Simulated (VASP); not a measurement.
# Ta4N3 (I4/mmm) in VASP: further runs

Runs on Ta4N3. Level: PBEsol. Tasks: single point.

Everything below comes from runs of VASP 6.6.1. Logs are shortened: lines on timing, memory, paths and dates and some standing lists are left out, and cuts for length are marked.

### 1 The cell of the first run

The structure is tetragonal, space group I4/mmm (No. 139). Conventional cell: a = 4.357 Å, b = 4.357 Å, c = 8.547 Å, α = 90.00°, β = 90.00°, γ = 90.00°. Within 2.8 Å of Ta (site symmetry mmm) lie 4 N at 2.14 to 2.18 Å. Ta (site symmetry 4mm) has 5 N at 2.18 to 2.23 Å within 2.9 Å. Within 2.8 Å of N (site symmetry -4m2) lie 6 Ta at 2.14 to 2.18 Å. N (site symmetry 4/mmm) has 6 Ta at 2.18 to 2.23 Å within 2.9 Å.

### 2 Single point, PBEsol

Contents of INCAR:

```
ALGO = Normal
EDIFF = 1E-7
ENCUT = 520
GGA = PS
ISIF = 2
ISMEAR = 0
LASPH = T
LCHARG = F
LREAL = F
LWAVE = F
NBANDS = 38
NELM = 80
PREC = Accurate
SIGMA = 0.1
```

Contents of KPOINTS:

```
k-points
0
Gamma
  6 6 6
```

Contents of POSCAR:

```
Ta4N3
1.0
   -2.1785610367      2.1785610367      4.2733274932
    2.1785610367     -2.1785610367      4.2733274932
    2.1785610367      2.1785610367     -4.2733274932
Ta N
4 3
Direct
    0.0000000000      0.5000000000      0.5000000000
    0.2610869270      0.2610869270      0.0000000000
    0.5000000000      0.0000000000      0.5000000000
    0.7389130730      0.7389130730      0.0000000000
    0.7500000000      0.2500000000      0.5000000000
    0.0000000000      0.0000000000      0.0000000000
    0.2500000000      0.7500000000      0.5000000000
```

Potentials or basis: VASP PAW PBE potentials, release 64 (Ta_pv, N).

Started as:

```sh
> cat potpaw_PBE.64/Ta_pv/POTCAR potpaw_PBE.64/N/POTCAR > POTCAR
> mpirun -np 1 vasp_std > vasp.out
```

OUTCAR:

```text
EDIFF = 1E-7
   ENCUT = 520
   GGA = PS
   ISIF = 2
   ISMEAR = 0
   LASPH = T
   LREAL = F
   NELM = 80
   PREC = Accurate

 ion  position               nearest neighbor table
   1  0.000  0.500  0.500-   5 2.14   7 2.14   6 2.18   6 2.18   4 2.99   4 2.99   2 2.99   2 2.99
                             3 3.08   3 3.08   3 3.08   3 3.08   2 3.12   4 3.12   2 3.12   4 3.12
   2  0.261  0.261  0.000-   5 2.18   7 2.18   7 2.18   5 2.18   6 2.23   1 2.99   3 2.99   3 2.99
                             1 2.99   4 3.09   4 3.09   4 3.09   4 3.09   3 3.12   3 3.12   1 3.12
   3  0.500  0.000  0.500-   5 2.14   7 2.14   6 2.18   6 2.18   4 2.99   4 2.99   2 2.99   2 2.99
                             1 3.08   1 3.08   1 3.08   1 3.08   4 3.12   4 3.12   2 3.12   2 3.12
   4  0.739  0.739  0.000-   7 2.18   5 2.18   5 2.18   7 2.18   6 2.23   3 2.99   1 2.99   3 2.99
                             1 2.99   2 3.09   2 3.09   2 3.09   2 3.09   3 3.12   1 3.12   1 3.12
   5  0.750  0.250  0.500-   1 2.14   3 2.14   2 2.18   4 2.18   2 2.18   4 2.18
   6  0.000  0.000  0.000-   1 2.18   3 2.18   1 2.18   3 2.18   2 2.23   4 2.23
   7  0.250  0.750  0.500-   1 2.14   3 2.14   2 2.18   4 2.18   2 2.18   4 2.18

  LATTYP: Found a body centered tetragonal cell.
 ALAT       =     4.3571220734
 C/A-ratio  =     1.9615367305

  Lattice vectors:

 A1 = (  -2.1785610367,   2.1785610367,   4.2733274932)
 A2 = (   2.1785610367,  -2.1785610367,   4.2733274932)
 A3 = (   2.1785610367,   2.1785610367,  -4.2733274932)

Analysis of symmetry for initial positions (statically):
=====================================================================
 Subroutine PRICEL returns:
 Original cell was already a primitive cell.

 Routine SETGRP: Setting up the symmetry group for a
 body centered tetragonal supercell.

 Subroutine GETGRP returns: Found 16 space group operations
 (whereof 16 operations were pure point group operations)
 out of a pool of 16 trial point group operations.

The static configuration has the point symmetry D_4h.

Analysis of symmetry for dynamics (positions and initial velocities):
=====================================================================
 Subroutine PRICEL returns:
 Original cell was already a primitive cell.

 Routine SETGRP: Setting up the symmetry group for a
 body centered tetragonal supercell.

 Subroutine GETGRP returns: Found 16 space group operations
 (whereof 16 operations were pure point group operations)
 out of a pool of 16 trial point group operations.

The dynamic configuration has the point symmetry D_4h.

 Subroutine INISYM returns: Found 16 space group operations
 (whereof 16 operations are pure point group operations),
 and found     1 'primitive' translations

[... 106 lines left out ...]
   EDIFFG = 0.1E-05   stopping-criterion for IOM
   NSW    =      0    number of steps for IOM
   IBRION =     -1    ionic relax: 0-MD 1-quasi-New 2-CG
   NFREE  =      0    steps in history (QN), initial steepest desc. (CG)
   ISIF   =      2    stress and relaxation
   ISYM   =      2    0-nonsym 1-usesym 2-fastsym
   POTIM  = 0.5000    time-step for ionic-motion
   TEBEG  =    0.0;   TEEND  =   0.0 temperature during run
   PSTRESS=    0.0 pullay stress
   NELECT =      59.0000    total number of electrons
   NUPDOWN=      -1.0000    fix difference up-down
   EMIN   =  10.00;   EMAX   =-10.00  energy-range for DOS
   EFERMI =   0.00;   METHOD = LEGACY
   ISMEAR =     0;   SIGMA  =   0.10  broadening in eV -4-tet -1-fermi 0-gaus
   EFERMI_NEDOS =   21; number of points for ismear=-14 and -15
   IALGO  =     38    algorithm
   IMIX   =      4    mixing-type and parameters
     AMIX     =   0.40;   BMIX     =  1.00
     AMIX_MAG =   1.60;   BMIX_MAG =  1.00
  volume/ion in A,a.u.               =      11.59        78.21
  Fermi-wavevector in a.u.,A,eV,Ry     =   1.472212  2.782077 29.489370  2.167408
  Thomas-Fermi vector in A             =   2.587254
   LORBIT       =      0    0 simple, 1 ext, 2 COOP (PROOUT), +10 PAW based schemes
   GGA     = PS    functional components
   LHFCALC =     F    Hartree Fock is set to
   AEXX    =    0.0000 exact exchange contribution
   IVDW    =     0    specifies the selected vdW correction
   LEPSILON=     F    determine dielectric tensor
   LRPA    =     F    only Hartree local field effects (RPA)
 non-spin polarized calculation
 Gauss-broadening in eV      SIGMA  =   0.10
  energy-cutoff  :      520.00
  volume of cell :       81.13
 maximum number of plane-waves:      2212
   NGX = 19   NGY = 19   NGZ = 19

 number of electron      59.0000004 magnetization

 Free energy of the ion-electron system (eV)
  ---------------------------------------------------
  ext. energy  EPLUGINS =         0.00000000
  ---------------------------------------------------
  free energy    TOTEN  =       -83.65673137 eV

  energy without entropy =      -83.64791042  energy(sigma->0) =      -83.65232089

 E-fermi :   8.2809     XC(G=0): -13.4379

 val. band max:        8.2620027178   @ k =   0.1667   0.1667   0.1667
 cond. band min:       8.3409879653   @ k =   0.5000   0.3333  -0.0000
 fundamental gap:      0.0789852474
 Fermi energy:         8.2809344891

 k-point     1 :       0.0000    0.0000    0.0000
  band No.  band energies     occupation
      1     -27.4607      2.00000
      2     -27.4607      2.00000
      3     -27.3575      2.00000
      4     -27.1005      2.00000
      5     -27.1005      2.00000
      6     -26.9477      2.00000
[... 973 lines left out ...]
     37      11.9511      0.00000
     38      12.0503      0.00000

 [... further k-points ...]
[... 5 lines left out ...]
  --------------------------------------------------------------------------------------
  -------------------------------------------------------------------------------------
  Total        0.3621426      0.3621426      0.2748019      0.0000000      0.0000000      0.0000000
  in kB        7.1519518      7.1519518      5.4270606      0.0000000      0.0000000      0.0000000
  external PRESSURE =       6.5769881 kB  Pullay stress =       0.0000000 kB

 VOLUME and BASIS-vectors are now :
 -----------------------------------------------------------------------------
  energy-cutoff  :      520.00
  volume of cell :       81.13
      direct lattice vectors                 reciprocal lattice vectors
    -2.178561037  2.178561037  4.273327493     0.000000000  0.229509291  0.117004840
     2.178561037 -2.178561037  4.273327493     0.229509291  0.000000000  0.117004840
     2.178561037  2.178561037 -4.273327493     0.229509291  0.229509291  0.000000000

 POSITION                                       TOTAL-FORCE (eV/Angst)
 -----------------------------------------------------------------------------------
      2.17856      0.00000      0.00000        -0.000000     -0.000000     -0.000000
      0.00000      0.00000      2.23142        -0.000000     -0.000000      0.031821
      0.00000      2.17856      0.00000        -0.000000     -0.000000     -0.000000
      0.00000      0.00000      6.31524         0.000000      0.000000     -0.031821
     -0.00000      2.17856      2.13666        -0.000000     -0.000000     -0.000000
      0.00000      0.00000      0.00000        -0.000000     -0.000000     -0.000000
      2.17856     -0.00000      2.13666        -0.000000     -0.000000      0.000000
 -----------------------------------------------------------------------------------
    total drift:                                0.000000      0.000000     -0.000000

  FREE ENERGIE OF THE ION-ELECTRON SYSTEM (eV)
  ---------------------------------------------------
  free  energy   TOTEN  =       -83.6567313697 eV

  energy  without entropy=      -83.6479104161  energy(sigma->0) =      -83.65232089
```

OSZICAR:

```text
N       E                     dE             d eps       ncg     rms          rms(c)
DAV:   1     0.574595270246E+03    0.57460E+03   -0.32329E+04  2280   0.163E+03
DAV:   2    -0.527937983486E+02   -0.62739E+03   -0.60982E+03  2534   0.487E+02
DAV:   3    -0.914889834219E+02   -0.38695E+02   -0.37849E+02  2848   0.111E+02
DAV:   4    -0.923058738290E+02   -0.81689E+00   -0.81198E+00  2864   0.156E+01
DAV:   5    -0.923190102258E+02   -0.13136E-01   -0.13126E-01  2834   0.177E+00    0.460E+01
DAV:   6    -0.841916553243E+02    0.81274E+01   -0.42154E+01  2868   0.329E+01    0.213E+01
DAV:   7    -0.837624002065E+02    0.42926E+00   -0.24086E+00  2774   0.799E+00    0.109E+01
DAV:   8    -0.836725844673E+02    0.89816E-01   -0.47962E-01  2696   0.367E+00    0.862E-01
DAV:   9    -0.836581500777E+02    0.14434E-01   -0.11021E-01  2838   0.153E+00    0.443E-01
DAV:  10    -0.836568292829E+02    0.13208E-02   -0.14288E-02  2794   0.669E-01    0.901E-02
DAV:  11    -0.836567482121E+02    0.81071E-04   -0.62827E-04  2770   0.144E-01    0.427E-02
DAV:  12    -0.836567333600E+02    0.14852E-04   -0.94013E-05  2868   0.483E-02    0.189E-02
DAV:  13    -0.836567321234E+02    0.12367E-05   -0.15891E-05  2970   0.198E-02    0.588E-03
DAV:  14    -0.836567318124E+02    0.31096E-06   -0.53586E-07  2724   0.491E-03    0.345E-03
DAV:  15    -0.836567314123E+02    0.40011E-06   -0.46690E-07  2604   0.346E-03    0.677E-04
DAV:  16    -0.836567313697E+02    0.42604E-07   -0.21261E-08  1620   0.102E-03
   1 F= -.83656731E+02 E0= -.83652321E+02  d E =-.882095E-02
```

stdout:

```text
POSCAR found type information on POSCAR TaN
 POSCAR found :  2 types and       7 ions
 scaLAPACK will be used
 -----------------------------------------------------------------------------
|                                                                             |
|                                                                             |
|     You enforced a specific xc type in the INCAR file but a different       |
|     I HOPE YOU KNOW WHAT YOU ARE DOING!                                     |
|                                                                             |
 -----------------------------------------------------------------------------

 LDA part: xc-table for (Slater+PW92), standard interpolation
 POSCAR, INCAR and KPOINTS ok, starting setup
 FFT: planning ... GRIDC
 FFT: planning ... GRID_SOFT
 FFT: planning ... GRID
 WAVECAR not read
 entering main loop
```

It took 2.2 min on 1 thread of AMD EPYC 7R43 (Zen 3), shared host; peak memory 0.24 GiB.

What came out:

```yaml
Free_energy: -83.6567 eV
Pressure: 0.7 GPa
Largest_force: 0.032 eV/Å
```

Forces on the atoms (eV/Å):
```
Ta   0.000  0.000  0.000
Ta   0.000  0.000  0.032
Ta   0.000  0.000  0.000
Ta   0.000  0.000 -0.032
N    0.000  0.000  0.000
N    0.000  0.000  0.000
N    0.000  0.000  0.000
```

Stress tensor (GPa, compression positive):
```
0.72 0.00 0.00
0.00 0.72 0.00
0.00 0.00 0.54
```

Caveat: the PAW data sets were made with another functional, which shifts forces and pressure a little; spin-orbit coupling is left out, which moves the levels of the heavy elements.

(Part 1 of 2 ends here.)
